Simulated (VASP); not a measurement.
# TiO2 (P2/m) in VASP: notebook

The runs below take TiO2 through single point, with PBEsol.

All numbers are computed with VASP 6.6.1; they aren't measurements. Logs are shortened: lines on timing, memory, paths and dates and some standing lists are left out, and cuts for length are marked.

## 1. The cell of the first run

Symmetry: P2/m, No. 10, monoclinic system. The conventional cell has a = 3.771 Å, b = 3.771 Å, c = 9.665 Å, α = 90.00°, β = 98.98°, γ = 90.00°. Ti (site symmetry m) has 6 O at 1.93 to 2.49 Å and 1 Ti at 2.42 Å within 2.6 Å. Within 2.6 Å of Ti (site symmetry m) lie 6 O at 1.93 to 1.98 Å. Within 2.6 Å of O (site symmetry m) lie 3 Ti at 1.93 to 1.98 Å and 2 O at 2.46 Å. O (site symmetry m) has 1 O at 1.62 Å and 2 Ti at 1.93 Å within 2.2 Å. Within 2.6 Å of O (site symmetry m) lie 3 Ti at 1.93 to 1.98 Å and 2 O at 2.46 Å. Within 2.6 Å of O (site symmetry m) lie 3 Ti at 1.93 to 1.98 Å and 2 O at 2.46 Å.

## 2. Single point, PBEsol

File INCAR:

```
  ALGO = Normal
  EDIFF = 1E-7
  ENCUT = 520
  GGA = PS
  ISIF = 2
  ISMEAR = 0
  LASPH = T
  LCHARG = F
  LREAL = F
  LWAVE = F
  NBANDS = 60
  NELM = 60
  PREC = Accurate
  SIGMA = 0.05
```

File KPOINTS:

```
k-points
0
Gamma
  7 7 3
```

File POSCAR:

```
TiO2
1.0
   -3.7706690430      0.0000000000      0.0000000000
    0.0000000000     -3.7706690430      0.0000000000
    0.0000000000     -1.5082676172      9.5463353711
Ti O
4 8
Direct
    0.0000000000     -0.3500000000      0.8750000000
    0.5000000000      0.3500000000      0.3750000000
    0.5000000000     -0.2500000000      0.6250000000
    0.0000000000      0.4500000000      0.1250000000
    0.5000000000      0.2669521334      0.5826196664
    1.0000000000      0.9669521334      0.0826196664
    0.5000000000     -0.3330478666      0.8326196664
    1.0000000000      0.3669521334      0.3326196664
    0.5000000000     -0.1669521334      0.4173803336
    0.0000000000      0.1330478666      0.9173803336
    0.0000000000     -0.2669521334      0.6673803336
    0.5000000000      0.4330478666      0.1673803336
```

Potentials or basis: VASP PAW PBE potentials, release 64 (Ti_sv, O).

The run is started by

```console
cat potpaw_PBE.64/Ti_sv/POTCAR potpaw_PBE.64/O/POTCAR > POTCAR
mpirun -np 1 vasp_std > vasp.out
```

OUTCAR:

```text
EDIFF = 1E-7
   ENCUT = 520
   GGA = PS
   ISIF = 2
   ISMEAR = 0
   LASPH = T
   LREAL = F
   NELM = 60
   PREC = Accurate

 ion  position               nearest neighbor table
   1  0.000  0.650  0.875-  10 1.93   7 1.93   7 1.93  10 1.93  11 1.98   4 2.42
   2  0.500  0.350  0.375-   9 1.93   8 1.93   8 1.93   9 1.93   5 1.98  12 1.98
   3  0.500  0.750  0.625-   5 1.93  11 1.93  11 1.93   5 1.93   7 1.98   9 1.98
   4  0.000  0.450  0.125-   6 1.93  12 1.93  12 1.93   6 1.93   8 1.98   1 2.42
   5  0.500  0.267  0.583-   3 1.93   3 1.93   2 1.98
   6  0.000  0.967  0.083-  10 1.62   4 1.93   4 1.93
   7  0.500  0.667  0.833-   1 1.93   1 1.93   3 1.98
   8  0.000  0.367  0.333-   2 1.93   2 1.93   4 1.98
   9  0.500  0.833  0.417-   2 1.93   2 1.93   3 1.98
  10  0.000  0.133  0.917-   6 1.62   1 1.93   1 1.93
  11  0.000  0.733  0.667-   3 1.93   3 1.93   1 1.98
  12  0.500  0.433  0.167-   4 1.93   4 1.93   2 1.98

  LATTYP: Found a simple monoclinic cell.
 ALAT       =     3.7706690430
 B/A-ratio  =     1.0000000000
 C/A-ratio  =     2.5631392649
 COS(beta)  =    -0.1560586292

  Lattice vectors:

 A1 = (   0.0000000000,  -3.7706690430,   0.0000000000)
 A2 = (  -3.7706690430,   0.0000000000,   0.0000000000)
 A3 = (   0.0000000000,   1.5082676172,  -9.5463353711)

Analysis of symmetry for initial positions (statically):
=====================================================================
 Subroutine PRICEL returns:
 Original cell was already a primitive cell.

 Routine SETGRP: Setting up the symmetry group for a
 simple monoclinic supercell.

 Subroutine GETGRP returns: Found  4 space group operations
 (whereof  2 operations were pure point group operations)
 out of a pool of  4 trial point group operations.

The static configuration has the point symmetry C_1h.
 The point group associated with its full space group is C_2h.

Analysis of symmetry for dynamics (positions and initial velocities):
=====================================================================
 Subroutine PRICEL returns:
 Original cell was already a primitive cell.

 Routine SETGRP: Setting up the symmetry group for a
 simple monoclinic supercell.

 Subroutine GETGRP returns: Found  4 space group operations
 (whereof  2 operations were pure point group operations)
 out of a pool of  4 trial point group operations.

The dynamic configuration has the point symmetry C_1h.
 The point group associated with its full space group is C_2h.

 Subroutine INISYM returns: Found  4 space group operations
 (whereof  2 operations are pure point group operations),
 and found     1 'primitive' translations

----------------------------------------------------------------------------------------

                                     Primitive cell

  volume of cell :     135.7293

  direct lattice vectors                    reciprocal lattice vectors
    -3.770669043  0.000000000  0.000000000    -0.265204925  0.000000000  0.000000000
     0.000000000 -3.770669043  0.000000000     0.000000000 -0.265204925 -0.041900895
     0.000000000 -1.508267617  9.546335371     0.000000000  0.000000000  0.104752239

  length of vectors
     3.770669043  3.770669043  9.664749879     0.265204925  0.268494576  0.104752239

  position of ions in fractional coordinates (direct lattice)
     0.000000000  0.650000000  0.875000000
     0.500000000  0.350000000  0.375000000
     0.500000000  0.750000000  0.625000000
     0.000000000  0.450000000  0.125000000
     0.500000000  0.266952133  0.582619666
     0.000000000  0.966952133  0.082619666
     0.500000000  0.666952133  0.832619666
     0.000000000  0.366952133  0.332619666
     0.500000000  0.833047867  0.417380334
     0.000000000  0.133047867  0.917380334
     0.000000000  0.733047867  0.667380334
     0.500000000  0.433047867  0.167380334

  ion indices of the primitive-cell ions
   primitive index   ion index
                 1           1
                 2           2
                 3           3
                 4           4
                 5           5
                 6           6
                 7           7
                 8           8
                 9           9
                10          10
                11          11
                12          12

----------------------------------------------------------------------------------------

 KPOINTS: k-points

Automatic generation of k-mesh.
 Grid dimensions read from file:
 generate k-points for:    7    7    3

 Generating k-lattice:

  Cartesian coordinates                     Fractional coordinates (reciprocal lattice)
    -0.037886418  0.000000000  0.000000000     0.142857143  0.000000000  0.000000000
     0.000000000 -0.037886418 -0.005985842     0.000000000  0.142857143  0.000000000
     0.000000000  0.000000000  0.034917413     0.000000000  0.000000000  0.333333333

  Length of vectors
     0.037886418  0.038356368  0.034917413

  Shift w.r.t. Gamma in fractional coordinates (k-lattice)
     0.000000000  0.000000000  0.000000000

 Subroutine IBZKPT returns following result:
 ===========================================

 Found     44 irreducible k-points:

 Following reciprocal coordinates:
            Coordinates               Weight
  0.000000  0.000000  0.000000      1.000000
  0.142857  0.000000  0.000000      2.000000
  0.285714  0.000000  0.000000      2.000000
  0.428571  0.000000  0.000000      2.000000
  0.000000  0.142857  0.000000      2.000000
  0.142857  0.142857  0.000000      4.000000
[... 16 lines left out ...]
  0.285714  0.142857  0.333333      4.000000
  0.428571  0.142857  0.333333      4.000000
 [... further k-points ...]
   k-points           NKPTS =     44   k-points in BZ     NKDIM =     44   number of bands    NBANDS=     60
   number of dos      NEDOS =    301   number of ions     NIONS =     12
   total plane-waves  NPLWV =  56448
   dimension x,y,z NGX =    28 NGY =   28 NGZ =   72
   dimension x,y,z NGXF=    56 NGYF=   56 NGZF=  144
   ions per type =               4   8
   NGX,Y,Z   is equivalent  to a cutoff of  12.34, 12.34, 12.38 a.u.
   NGXF,Y,Z  is equivalent  to a cutoff of  24.69, 24.69, 24.77 a.u.
 SYSTEM =  unknown system
   PREC   = accura    normal or accurate (medium, high low for compatibility)
   ISTART =      0    job   : 0-new  1-cont  2-samecut
   ICHARG =      2    charge: 1-file 2-atom 10-const
   ISPIN  =      1    spin polarized calculation?
   LNONCOLLINEAR =      F non collinear calculations
   LSORBIT =      F    spin-orbit coupling
   LASPH  =      T    aspherical Exc in radial PAW
   ENCUT  =  520.0 eV  38.22 Ry    6.18 a.u.   7.01  7.01 17.97*2*pi/ulx,y,z
   NELM   =     60;   NELMIN=  2; NELMDL= -5     # of ELM steps
   EDIFF  = 0.1E-06   stopping-criterion for ELM
   LREAL  =      F    real-space projection
   EDIFFG = 0.1E-05   stopping-criterion for IOM
   NSW    =      0    number of steps for IOM
   IBRION =     -1    ionic relax: 0-MD 1-quasi-New 2-CG
   NFREE  =      0    steps in history (QN), initial steepest desc. (CG)
   ISIF   =      2    stress and relaxation
   ISYM   =      2    0-nonsym 1-usesym 2-fastsym
   POTIM  = 0.5000    time-step for ionic-motion
   TEBEG  =    0.0;   TEEND  =   0.0 temperature during run
   PSTRESS=    0.0 pullay stress
   NELECT =      96.0000    total number of electrons
   NUPDOWN=      -1.0000    fix difference up-down
   EMIN   =  10.00;   EMAX   =-10.00  energy-range for DOS
   EFERMI =   0.00;   METHOD = LEGACY
   ISMEAR =     0;   SIGMA  =   0.05  broadening in eV -4-tet -1-fermi 0-gaus
   EFERMI_NEDOS =   21; number of points for ismear=-14 and -15
   IALGO  =     38    algorithm
   IMIX   =      4    mixing-type and parameters
     AMIX     =   0.40;   BMIX     =  1.00
     AMIX_MAG =   1.60;   BMIX_MAG =  1.00
  volume/ion in A,a.u.               =      11.31        76.33
  Fermi-wavevector in a.u.,A,eV,Ry     =   1.458615  2.756383 28.947188  2.127558
  Thomas-Fermi vector in A             =   2.575279
   LORBIT       =      0    0 simple, 1 ext, 2 COOP (PROOUT), +10 PAW based schemes
   GGA     = PS    functional components
   LHFCALC =     F    Hartree Fock is set to
   AEXX    =    0.0000 exact exchange contribution
   IVDW    =     0    specifies the selected vdW correction
   LEPSILON=     F    determine dielectric tensor
   LRPA    =     F    only Hartree local field effects (RPA)
 non-spin polarized calculation
 Gauss-broadening in eV      SIGMA  =   0.05
  energy-cutoff  :      520.00
  volume of cell :      135.73
 maximum number of plane-waves:      3672
   NGX = 15   NGY = 15   NGZ = 35

 number of electron      95.9999960 magnetization

 Free energy of the ion-electron system (eV)
  ---------------------------------------------------
  ext. energy  EPLUGINS =         0.00000000
  ---------------------------------------------------
  free energy    TOTEN  =      -105.84914457 eV

  energy without entropy =     -105.84096690  energy(sigma->0) =     -105.84505573

 E-fermi :   5.7466     XC(G=0): -11.0331

 val. band max:        5.7339209194   @ k =   0.1429  -0.1429   0.3333
 cond. band min:       5.7535645673   @ k =   0.2857   0.4286   0.3333
 fundamental gap:      0.0196436479
 Fermi energy:         5.7465991720

 k-point     1 :       0.0000    0.0000    0.0000
  band No.  band energies     occupation
      1     -52.5577      2.00000
      2     -52.5262      2.00000
      3     -52.1920      2.00000
      4     -52.0341      2.00000
      5     -29.1584      2.00000
      6     -28.9470      2.00000
[... 52 lines left out ...]
     59       7.6888      0.00000
     60       7.9639      0.00000

 k-point     2 :       0.1429    0.0000    0.0000
  band No.  band energies     occupation
      1     -52.5571      2.00000
      2     -52.5256      2.00000
      3     -52.1916      2.00000
      4     -52.0337      2.00000
      5     -29.1547      2.00000
      6     -28.9804      2.00000
[... 52 lines left out ...]
     59       7.6341      0.00000
     60       7.8334      0.00000

 k-point     3 :       0.2857    0.0000    0.0000
  band No.  band energies     occupation
      1     -52.5557      2.00000
      2     -52.5243      2.00000
      3     -52.1907      2.00000
      4     -52.0328      2.00000
      5     -29.1444      2.00000
      6     -29.0407      2.00000
[... 1312 lines left out ...]
     59       7.6240      0.00000
     60       7.7592      0.00000

 k-point    24 :       0.4286    0.1429    0.3333
  band No.  band energies     occupation
      1     -52.5526      2.00000
      2     -52.5244      2.00000
      3     -52.1894      2.00000
      4     -52.0317      2.00000
      5     -29.1178      2.00000
      6     -29.0939      2.00000
[... 52 lines left out ...]
     59       7.9876      0.00000
     60       8.0498      0.00000

 [... further k-points ...]
[... 5 lines left out ...]
  --------------------------------------------------------------------------------------
  -------------------------------------------------------------------------------------
  Total        2.0137227     -1.0410045     12.7390339      0.0000000      6.5652876      0.0000000
  in kB       23.7704135    -12.2882401    150.3742784      0.0000000     77.4980581      0.0000000
  external PRESSURE =      53.9521506 kB  Pullay stress =       0.0000000 kB

 VOLUME and BASIS-vectors are now :
 -----------------------------------------------------------------------------
  energy-cutoff  :      520.00
  volume of cell :      135.73
      direct lattice vectors                 reciprocal lattice vectors
    -3.770669043  0.000000000  0.000000000    -0.265204925  0.000000000  0.000000000
     0.000000000 -3.770669043  0.000000000     0.000000000 -0.265204925 -0.041900895
     0.000000000 -1.508267617  9.546335371     0.000000000  0.000000000  0.104752239

 POSITION                                       TOTAL-FORCE (eV/Angst)
 -----------------------------------------------------------------------------------
      0.00000     -3.77067      8.35304         0.000000     -0.879683     -3.495563
     -1.88533     -1.88533      3.57988         0.000000      0.013552      0.113381
     -1.88533     -3.77067      5.96646         0.000000     -0.013552     -0.113381
      0.00000     -1.88533      1.19329         0.000000      0.879683      3.495563
     -1.88533     -1.88533      5.56188         0.000000      0.032728      0.027634
      0.00000     -3.77067      0.78872         0.000000      3.601007      3.597457
     -1.88533     -3.77067      7.94847         0.000000     -0.094676      0.667663
      0.00000     -1.88533      3.17530         0.000000     -0.220497     -0.016230
     -1.88533     -3.77067      3.98445         0.000000     -0.032728     -0.027634
      0.00000     -1.88533      8.75762         0.000000     -3.601007     -3.597457
      0.00000     -3.77067      6.37104         0.000000      0.220497      0.016230
     -1.88533     -1.88533      1.59787         0.000000      0.094676     -0.667663
 -----------------------------------------------------------------------------------
    total drift:                               -0.000000     -0.000024     -0.000000

  FREE ENERGIE OF THE ION-ELECTRON SYSTEM (eV)
  ---------------------------------------------------
  free  energy   TOTEN  =      -105.8491445699 eV

  energy  without entropy=     -105.8409668989  energy(sigma->0) =     -105.84505573
```

Run time: 6 min. Hardware: 1 thread of AMD EPYC 9R14 (Zen 4), shared host; peak memory 0.36 GiB.

Results:

```yaml
Free_energy: -105.8491 eV
Pressure: 5.4 GPa
Largest_force: 5.090 eV/Å
Band_gap_on_the_k_mesh: zero (bands 48 and 49 overlap by 0.25 eV)
```

Forces in eV/Å, atoms in the order of the input:
```
Ti   0.000 -0.880 -3.496
Ti   0.000  0.014  0.113
Ti   0.000 -0.014 -0.113
Ti   0.000  0.880  3.496
O    0.000  0.033  0.028
O    0.000  3.601  3.597
O    0.000 -0.095  0.668
O    0.000 -0.220 -0.016
O    0.000 -0.033 -0.028
O    0.000 -3.601 -3.597
O    0.000  0.220  0.016
O    0.000  0.095 -0.668
```

Stress tensor (GPa, compression positive):
```
 2.38  0.00  0.00
 0.00 -1.23  7.75
 0.00  7.75 15.04
```

Caveat: the cell stands under pressure; the PAW data sets were made with another functional, which shifts forces and pressure a little; semilocal functionals often make such compounds metallic where correlation or magnetic order opens a gap, which also shifts bond lengths.

## 3. Single point, PBEsol

File INCAR:

```
PREC = Accurate
ENCUT = 520
EDIFF = 1E-7
ISMEAR = 0
SIGMA = 0.05
LREAL = F
LASPH = T
NELM = 100
ALGO = Normal
ISIF = 2
LWAVE = F
LCHARG = F
GGA = PS
NBANDS = 60
```

File KPOINTS:

```
regular mesh
0
Gamma
  7 7 3
```

File POSCAR:

```
TiO2
1.0
   -3.7706690430      0.0000000000      0.0000000000
    0.0000000000     -3.7706690430      0.0000000000
    0.0000000000     -0.7541338086      9.5463353711
Ti O
4 8
Direct
    0.0000000000     -0.1750000000      0.8750000000
    0.5000000000      0.4250000000      0.3750000000
    0.5000000000     -0.1250000000      0.6250000000
    0.0000000000      0.4750000000      0.1250000000
    0.5000000000      0.3834760667      0.5826196664
    1.0000000000      0.9834760667      0.0826196664
    0.5000000000     -0.1665239333      0.8326196664
    1.0000000000      0.4334760667      0.3326196664
    0.5000000000     -0.0834760667      0.4173803336
    0.0000000000      0.3165239333      0.9173803336
    0.0000000000     -0.1334760667      0.6673803336
    0.5000000000      0.4665239333      0.1673803336
```

Potentials or basis: VASP PAW PBE potentials, release 64 (Ti_sv, O).

The run is started by

```console
cat potpaw_PBE.64/Ti_sv/POTCAR potpaw_PBE.64/O/POTCAR > POTCAR
mpirun -np 1 vasp_std > vasp.out
```

Wall time 6.3 min (1 thread of AMD EPYC 9R14 (Zen 4), shared host); peak memory 0.36 GiB.

It converged, with:

```
Free energy            : -109.9812 eV
Pressure               : 1.9 GPa
Largest force          : 5.978 eV/Å
Band gap on the k mesh : 0.91 eV
```

Forces on the atoms (eV/Å):
```
Ti   0.000 -0.337 -1.649
Ti   0.000 -0.013 -0.043
Ti   0.000  0.013  0.043
Ti   0.000  0.337  1.649
O    0.000 -0.011 -0.025
O    0.000  5.288  2.787
O    0.000 -0.052  0.133
O    0.000  0.067 -0.128
O    0.000  0.011  0.025
O    0.000 -5.288 -2.787
O    0.000 -0.067  0.128
O    0.000  0.052 -0.133
```

Stress tensor (GPa, compression positive):
```
 0.82  0.00  0.00
 0.00 -3.64 11.51
 0.00 11.51  8.54
```

Levels at points of the mesh, in eV from the valence-band top:
| k point | band 46 | band 47 | band 48 | band 49 | band 50 | band 51 |
| --- | --- | --- | --- | --- | --- | --- |
| (0.00, 0.00, 0.00) | -1.46 | -1.09 | 0.00 | 0.91 | 1.24 | 1.26 |

Caveat: the PAW data sets were made with another functional, which shifts forces and pressure a little; an odd mesh through Γ misses points on the zone boundary, where band edges can lie.
